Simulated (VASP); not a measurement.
# LiH (Fm-3m) in VASP: further runs

LiH is run at these levels: r2SCAN; tasks: single point.

All numbers are computed with VASP 6.6.1; they aren't measurements. Logs are shortened: lines on timing, memory, paths and dates and some standing lists are left out, and cuts for length are marked.

### Step 1. The cell of the first run

It takes space group Fm-3m (No. 225, cubic). The conventional cell has a = 3.964 Å, b = 3.964 Å, c = 3.964 Å, α = 90.00°, β = 90.00°, γ = 90.00°. Within 2.6 Å of Li (site symmetry m-3m) lie 6 H at 1.98 Å. Within 2.6 Å of H (site symmetry m-3m) lie 6 Li at 1.98 Å.

### Step 2. Single point, r2SCAN (volume scaled by 0.97)

The input, POSCAR:

```
LiH
1.0
    0.0000000000      1.9821065172      1.9821065172
    1.9821065172      0.0000000000      1.9821065172
    1.9821065172      1.9821065172      0.0000000000
Li H
1 1
Direct
    0.0000000000      0.0000000000      0.0000000000
    0.5000000000      0.5000000000      0.5000000000
```

The input, INCAR.step1:

```
SYSTEM = LiH
PREC = Accurate
ENCUT = 520
ISMEAR = 0
SIGMA = 0.02
LREAL = .False.
LASPH = .True.
NELM = 100
NBANDS = 9
GGA = PE
ALGO = Normal
EDIFF = 1E-4
LWAVE = .True.
LCHARG = .False.
```

The input, INCAR.step2:

```
SYSTEM = LiH
PREC = Accurate
ENCUT = 520
EDIFF = 1E-7
ISMEAR = 0
SIGMA = 0.02
LREAL = .False.
LASPH = .True.
NELM = 100
ALGO = Normal
ISIF = 2
LWAVE = .False.
LCHARG = .False.
METAGGA = R2SCAN
LMIXTAU = .True.
NBANDS = 9
ISTART = 1
```

The input, KPOINTS:

```
Automatic mesh
0
Gamma
  10 10 10
  0 0 0
```

Potentials or basis: VASP PAW PBE potentials, release 64 (Li_sv, H).

Launch:

```sh
$ cat potpaw_PBE.64/Li_sv/POTCAR potpaw_PBE.64/H/POTCAR > POTCAR
$ cp INCAR.step1 INCAR
$ mpirun -np 1 vasp_std > vasp.out
$ cp INCAR.step2 INCAR
$ mpirun -np 1 vasp_std > vasp.out
```

OUTCAR:

```text
SYSTEM = LiH
   PREC = Accurate
   ENCUT = 520
   EDIFF = 1E-7
   ISMEAR = 0
   LREAL = .False.
   LASPH = .True.
   NELM = 100
   ISIF = 2
   METAGGA = R2SCAN
   ISTART = 1

 ion  position               nearest neighbor table
   1  0.000  0.000  0.000-
   2  0.500  0.500  0.500-

  LATTYP: Found a face centered cubic cell.
 ALAT       =     3.9642130344

  Lattice vectors:

 A1 = (   0.0000000000,   1.9821065172,   1.9821065172)
 A2 = (   1.9821065172,   0.0000000000,   1.9821065172)
 A3 = (   1.9821065172,   1.9821065172,   0.0000000000)

Analysis of symmetry for initial positions (statically):
=====================================================================
 Subroutine PRICEL returns:
 Original cell was already a primitive cell.

 Routine SETGRP: Setting up the symmetry group for a
 face centered cubic supercell.

 Subroutine GETGRP returns: Found 48 space group operations
 (whereof 48 operations were pure point group operations)
 out of a pool of 48 trial point group operations.

The static configuration has the point symmetry O_h .

Analysis of symmetry for dynamics (positions and initial velocities):
=====================================================================
 Subroutine PRICEL returns:
 Original cell was already a primitive cell.

 Routine SETGRP: Setting up the symmetry group for a
 face centered cubic supercell.

 Subroutine GETGRP returns: Found 48 space group operations
 (whereof 48 operations were pure point group operations)
 out of a pool of 48 trial point group operations.

The dynamic configuration has the point symmetry O_h .

 Subroutine INISYM returns: Found 48 space group operations
 (whereof 48 operations are pure point group operations),
 and found     1 'primitive' translations

----------------------------------------------------------------------------------------

                                     Primitive cell

  volume of cell :      15.5744

  direct lattice vectors                    reciprocal lattice vectors
     0.000000000  1.982106517  1.982106517    -0.252256877  0.252256877  0.252256877
     1.982106517  0.000000000  1.982106517     0.252256877 -0.252256877  0.252256877
     1.982106517  1.982106517  0.000000000     0.252256877  0.252256877 -0.252256877

  length of vectors
     2.803121919  2.803121919  2.803121919     0.436921728  0.436921728  0.436921728

  position of ions in fractional coordinates (direct lattice)
     0.000000000  0.000000000  0.000000000
[... 83 lines left out ...]
   NFREE  =      0    steps in history (QN), initial steepest desc. (CG)
   ISIF   =      2    stress and relaxation
   ISYM   =      2    0-nonsym 1-usesym 2-fastsym
   POTIM  = 0.5000    time-step for ionic-motion
   TEBEG  =    0.0;   TEEND  =   0.0 temperature during run
   PSTRESS=    0.0 pullay stress
   NELECT =       4.0000    total number of electrons
   NUPDOWN=      -1.0000    fix difference up-down
   EMIN   =  10.00;   EMAX   =-10.00  energy-range for DOS
   EFERMI =   0.00;   METHOD = LEGACY
   ISMEAR =     0;   SIGMA  =   0.02  broadening in eV -4-tet -1-fermi 0-gaus
   EFERMI_NEDOS =   21; number of points for ismear=-14 and -15
   IALGO  =     38    algorithm
   IMIX   =      4    mixing-type and parameters
     AMIX     =   0.40;   BMIX     =  1.00
     AMIX_MAG =   1.60;   BMIX_MAG =  1.00
  volume/ion in A,a.u.               =       7.79        52.55
  Fermi-wavevector in a.u.,A,eV,Ry     =   1.040618  1.966482 14.733545  1.082885
  Thomas-Fermi vector in A             =   2.175201
   LORBIT       =      0    0 simple, 1 ext, 2 COOP (PROOUT), +10 PAW based schemes
   METAGGA = R2SCAN    functional components
   LHFCALC =     F    Hartree Fock is set to
   AEXX    =    0.0000 exact exchange contribution
   IVDW    =     0    specifies the selected vdW correction
   LEPSILON=     F    determine dielectric tensor
   LRPA    =     F    only Hartree local field effects (RPA)
 non-spin polarized calculation
 Gauss-broadening in eV      SIGMA  =   0.02
  energy-cutoff  :      520.00
  volume of cell :       15.57
 maximum number of plane-waves:       444
 NGX is ok and might be reduce to    24
   NGX = 11   NGY = 11   NGZ = 11

 number of electron       3.9999998 magnetization

 Free energy of the ion-electron system (eV)
  ---------------------------------------------------
  ext. energy  EPLUGINS =         0.00000000
  ---------------------------------------------------
  free energy    TOTEN  =        -6.81618303 eV

  energy without entropy =       -6.81618303  energy(sigma->0) =       -6.81618303

 E-fermi :   0.2766     XC(G=0):  -8.9406

 val. band max:       -0.0316093184   @ k =   0.5000   0.5000   0.0000
 cond. band min:       3.5304381220   @ k =   0.5000   0.5000   0.0000
 fundamental gap:      3.5620474403
 Fermi energy:         0.2765699887

 k-point     1 :       0.0000    0.0000    0.0000
  band No.  band energies     occupation
      1     -45.7327      2.00000
      2      -5.6055      2.00000
      3      18.0612      0.00000
      4      19.7322      0.00000
      5      19.7322      0.00000
      6      19.7327      0.00000
      7      24.2131      0.00000
      8      24.2131      0.00000
      9      24.2132      0.00000
[... 265 lines left out ...]
 k-point    24 :       0.4000    0.3000    0.0000
  band No.  band energies     occupation
      1     -45.6794      2.00000
      2      -2.3761      2.00000
      3       7.4184      0.00000
      4      11.5400      0.00000
      5      12.9508      0.00000
      6      17.7406      0.00000
      7      19.7703      0.00000
      8      31.8604      0.00000
      9      32.4985      0.00000

 [... further k-points ...]

------------------------ aborting loop because EDIFF is reached ----------------------------------------

  FORCE on cell =-STRESS in cart. coord.  units (eV):
  Direction    XX          YY          ZZ          XY          YZ          ZX
  --------------------------------------------------------------------------------------
  -------------------------------------------------------------------------------------
  Total        0.0664453      0.0664453      0.0664453      0.0000000     -0.0000000     -0.0000000
  in kB        6.8353980      6.8353980      6.8353980      0.0000000     -0.0000000     -0.0000000
  external PRESSURE =       6.8353980 kB  Pullay stress =       0.0000000 kB

 VOLUME and BASIS-vectors are now :
 -----------------------------------------------------------------------------
  energy-cutoff  :      520.00
  volume of cell :       15.57
      direct lattice vectors                 reciprocal lattice vectors
     0.000000000  1.982106517  1.982106517    -0.252256877  0.252256877  0.252256877
     1.982106517  0.000000000  1.982106517     0.252256877 -0.252256877  0.252256877
     1.982106517  1.982106517  0.000000000     0.252256877  0.252256877 -0.252256877

 POSITION                                       TOTAL-FORCE (eV/Angst)
 -----------------------------------------------------------------------------------
      0.00000      0.00000      0.00000         0.000000      0.000000     -0.000000
      1.98211      1.98211      1.98211        -0.000000     -0.000000      0.000000
 -----------------------------------------------------------------------------------
    total drift:                                0.000000     -0.000000     -0.000000

  FREE ENERGIE OF THE ION-ELECTRON SYSTEM (eV)
  ---------------------------------------------------
  free  energy   TOTEN  =        -6.8161830292 eV

  energy  without entropy=       -6.8161830292  energy(sigma->0) =       -6.81618303
```

OUTCAR.step1:

```text
SYSTEM = LiH
   PREC = Accurate
   ENCUT = 520
   ISMEAR = 0
   LREAL = .False.
   LASPH = .True.
[... 510 lines left out ...]
      0.00000      0.00000      0.00000        -0.000000     -0.000000     -0.000000
      1.98211      1.98211      1.98211         0.000000      0.000000      0.000000
 -----------------------------------------------------------------------------------
    total drift:                                0.000000     -0.000000     -0.000000

  FREE ENERGIE OF THE ION-ELECTRON SYSTEM (eV)
  ---------------------------------------------------
  free  energy   TOTEN  =        -6.1251298911 eV

  energy  without entropy=       -6.1251298911  energy(sigma->0) =       -6.12512989
```

OSZICAR.step1:

```text
N       E                     dE             d eps       ncg     rms          rms(c)
DAV:   1    -0.110829258495E+01   -0.11083E+01   -0.14844E+03   854   0.408E+02
DAV:   2    -0.629557169558E+01   -0.51873E+01   -0.51676E+01  1203   0.594E+01
DAV:   3    -0.636938102515E+01   -0.73809E-01   -0.73788E-01  1032   0.579E+00
DAV:   4    -0.636969649963E+01   -0.31547E-03   -0.31545E-03  1242   0.360E-01
DAV:   5    -0.636969803359E+01   -0.15340E-05   -0.15339E-05  1018   0.147E-02    0.289E+00
DAV:   6    -0.618592027204E+01    0.18378E+00   -0.14617E-01   938   0.120E+00    0.146E+00
DAV:   7    -0.612345336817E+01    0.62467E-01   -0.19237E-01   982   0.155E+00    0.221E-01
DAV:   8    -0.612519712325E+01   -0.17438E-02   -0.42407E-03  1012   0.427E-01    0.435E-02
DAV:   9    -0.612512989113E+01    0.67232E-04   -0.15515E-04  1033   0.497E-02
   1 F= -.61251299E+01 E0= -.61251299E+01  d E =-.819428E-12
```

It took 15 s on 1 thread of Intel Xeon 6975P-C (Granite Rapids), shared host; peak memory 0.13 GiB.

Results:

* Free energy: -6.8162 eV
* Band gap on the k mesh: 3.56 eV, direct

Caveat: the cutoff is under 1.25 times the usual one of these potentials, so pressure, stress and relaxed cells hold a basis-set (Pulay) error; the PAW data sets were made with another functional, which shifts forces and pressure a little.

### Step 3. Single point, r2SCAN (volume scaled by 1.03)

The input, POSCAR:

```
LiH
1.0
    0.0000000000      2.0221598644      2.0221598644
    2.0221598644      0.0000000000      2.0221598644
    2.0221598644      2.0221598644      0.0000000000
Li H
1 1
Direct
    0.0000000000      0.0000000000      0.0000000000
    0.5000000000      0.5000000000      0.5000000000
```

The input, INCAR.step1:

```
SYSTEM = LiH
PREC = Accurate ; ENCUT = 520
ISMEAR = 0 ; SIGMA = 0.02
LREAL = .False. ; LASPH = .True.
NELM = 60 ; NBANDS = 9
GGA = PE ; ALGO = Normal
EDIFF = 1E-4 ; LWAVE = .True.
LCHARG = .False.
```

The input, INCAR.step2:

```
SYSTEM = LiH
PREC = Accurate ; ENCUT = 520
EDIFF = 1E-6 ; ISMEAR = 0
SIGMA = 0.02 ; LREAL = .False.
LASPH = .True. ; NELM = 60
ALGO = Normal ; ISIF = 2
LWAVE = .False. ; LCHARG = .False.
METAGGA = R2SCAN ; LMIXTAU = .True.
NBANDS = 9 ; ISTART = 1
```

KPOINTS is that of step 2.

Potentials or basis: VASP PAW PBE potentials, release 64 (Li_sv, H).

Launch:

```sh
$ cat potpaw_PBE.64/Li_sv/POTCAR potpaw_PBE.64/H/POTCAR > POTCAR
$ cp INCAR.step1 INCAR
$ mpirun -np 1 vasp_std > vasp.out
$ cp INCAR.step2 INCAR
$ mpirun -np 1 vasp_std > vasp.out
```

Wall time 13 s (1 thread of Intel Xeon 6975P-C (Granite Rapids), shared host); peak memory 0.13 GiB.

It converged, with:

| Quantity | Value |
| --- | --- |
| Free energy | -6.8159 eV |
| Band gap on the k mesh | 3.60 eV, direct |

Levels at points of the mesh, in eV from the valence-band top:
```tsv
k point	band 1	band 2	band 3	band 4	band 5	band 6	band 7
(0.00, 0.00, 0.00)	-45.75	-5.35	17.26	19.09	19.09	19.09	23.49
(0.50, 0.00, 0.00)	-45.71	-2.56	5.60	14.70	17.89	17.89	19.54
(0.50, 0.50, 0.00)	-45.70	0.00	3.60	11.60	11.60	14.87	18.77
```

Caveat: the cutoff is under 1.25 times the usual one of these potentials, so pressure, stress and relaxed cells hold a basis-set (Pulay) error; the PAW data sets were made with another functional, which shifts forces and pressure a little. A k mesh can miss the band edges.

### Step 4. Single point, r2SCAN (volume scaled by 1.06)

The input, POSCAR:

```
LiH
1.0
    0.0000000000      2.0416049021      2.0416049021
    2.0416049021      0.0000000000      2.0416049021
    2.0416049021      2.0416049021      0.0000000000
Li H
1 1
Direct
    0.0000000000      0.0000000000      0.0000000000
    0.5000000000      0.5000000000      0.5000000000
```

The input, INCAR.step1:

```
PREC     = Accurate       # precision mode
ENCUT    = 520            # plane-wave cutoff, eV
ISMEAR   = 0              # smearing method
SIGMA    = 0.02           # smearing width, eV
LREAL    = False          # projectors in reciprocal space
LASPH    = True           # aspherical terms in the spheres
NELM     = 80             # most SCF steps
NBANDS   = 9              # bands
GGA      = PE             # functional
ALGO     = Normal         # electronic algorithm
EDIFF    = 1E-4           # SCF threshold, eV
LWAVE    = True           # write WAVECAR
LCHARG   = False          # write CHGCAR
```

The input, INCAR.step2:

```
PREC     = Accurate       # precision mode
ENCUT    = 520            # plane-wave cutoff, eV
EDIFF    = 1E-7           # SCF threshold, eV
ISMEAR   = 0              # smearing method
SIGMA    = 0.02           # smearing width, eV
LREAL    = False          # projectors in reciprocal space
LASPH    = True           # aspherical terms in the spheres
NELM     = 80             # most SCF steps
ALGO     = Normal         # electronic algorithm
ISIF     = 2              # what is computed and relaxed
LWAVE    = False          # write WAVECAR
LCHARG   = True           # write CHGCAR
METAGGA  = R2SCAN         # meta-GGA
LMIXTAU  = True         
LELF     = True           # ELF
LVHAR    = True         
NBANDS   = 9              # bands
ISTART   = 1
```

The input, KPOINTS:

```
Automatic mesh
0
Gamma
  10 10 10
```

Launch:

```sh
$ cat potpaw_PBE.64/Li_sv/POTCAR potpaw_PBE.64/H/POTCAR > POTCAR
$ cp INCAR.step1 INCAR
$ mpirun -np 1 vasp_std > vasp.out
$ cp INCAR.step2 INCAR
$ mpirun -np 1 vasp_std > vasp.out
```

Wall time 16 s (1 thread of Intel Xeon 6975P-C (Granite Rapids), shared host); peak memory 0.13 GiB.

Results (log left out):

```yaml
Free_energy: -6.8115 eV
Band_gap_on_the_k_mesh: 3.61 eV, direct
```

Levels at points of the mesh, in eV from the valence-band top:
| k point | band 1 | band 2 | band 3 | band 4 | band 5 | band 6 |
| --- | --- | --- | --- | --- | --- | --- |
| (0.00, 0.00, 0.00) | -45.79 | -5.24 | 16.88 | 18.79 | 18.79 | 18.80 |
| (0.50, 0.00, 0.00) | -45.75 | -2.48 | 5.53 | 14.44 | 17.61 | 17.61 |
| (0.50, 0.50, 0.00) | -45.74 | 0.00 | 3.61 | 11.45 | 11.45 | 14.69 |

Caveat: the cutoff is under 1.25 times the usual one of these potentials, so pressure, stress and relaxed cells hold a basis-set (Pulay) error; the PAW data sets were made with another functional, which shifts forces and pressure a little. A k mesh can miss the band edges.

### Step 5. Overview

| cell | gap on the mesh (eV) |
| --- | --- |
| a = 2.803 Å, angles 60.0°, 2 atoms | 3.56 |
| a = 2.860 Å, angles 60.0°, 2 atoms | 3.60 |
| a = 2.887 Å, angles 60.0°, 2 atoms | 3.61 |

Alike in all rows: task single point; level r2SCAN; potentials or basis VASP PAW PBE potentials, release 64 (Li_sv, H); no spin polarisation; k mesh 10 × 10 × 10; cutoff (eV) 520; smearing gaussian 0.02 eV.

Caveats: the cutoff is under 1.25 times the usual one of these potentials, so pressure, stress and relaxed cells hold a basis-set (Pulay) error; the PAW data sets were made with another functional, which shifts forces and pressure a little.

Absolute energies hang on the potentials; compare differences alone.
